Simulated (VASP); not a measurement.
Set up this calculation in VASP 6.6.1, as the native input.

```yaml
Task: single point
Functional: PBE
Potentials_or_basis: VASP PAW PBE potentials, release 64 (Cr_pv)
Cutoff: 520 eV
k_mesh: 24 × 24 × 24
Occupations: gaussian, width 0.15 eV
Spin: no spin polarisation
Dipole_correction: no
Further_INCAR_settings: ALGO = Fast; EDIFF = 1e-06; NBANDS = 12
```

The structure of Cr lies in POSCAR:

```
Cr
1.0
   -1.4419500000      1.4491597500      1.4491597500
    1.4419500000     -1.4347402500      1.4347402500
    1.4419500000      1.4347402500     -1.4347402500
Cr
1
Direct
    0.0000000000      0.0000000000      0.0000000000
```

This cell differs from its parent crystal: strain +0.0100 x Voigt [0, 0, 0, 1, 0, 0].

One way to write it, as run:

INCAR

```
SYSTEM = Cr
  ALGO = Fast
  EDIFF = 1E-6
  ENCUT = 520
  GGA = PE
  ISIF = 2
  ISMEAR = 0
  LASPH = .TRUE.
  LCHARG = .FALSE.
  LREAL = .FALSE.
  LWAVE = .FALSE.
  NBANDS = 12
  NELM = 100
  PREC = Accurate
  SIGMA = 0.15
```

KPOINTS

```
k-points
0
G
  24 24 24
  0 0 0
```

Potentials or basis: VASP PAW PBE potentials, release 64 (Cr_pv).

Command:

```console
$ cat potpaw_PBE.64/Cr_pv/POTCAR > POTCAR
$ mpirun -np 1 vasp_std > vasp.out
```

Results of the run:

```json
{"Pressure": "-9.3 GPa", "Band gap on the k mesh": "zero (bands 6 and 7 overlap by 3.11 eV)"}
```

Caveat: the cell differs from its parent crystal (strain +0.0100 x Voigt [0, 0, 0, 1, 0, 0]); the cell stands under tension; the run has no spin polarisation, though such a crystal can be magnetic.

It took 2.5 min on 1 thread of AMD EPYC 9R45 (Zen 5), with other jobs on the host, peak memory 0.33 GiB.
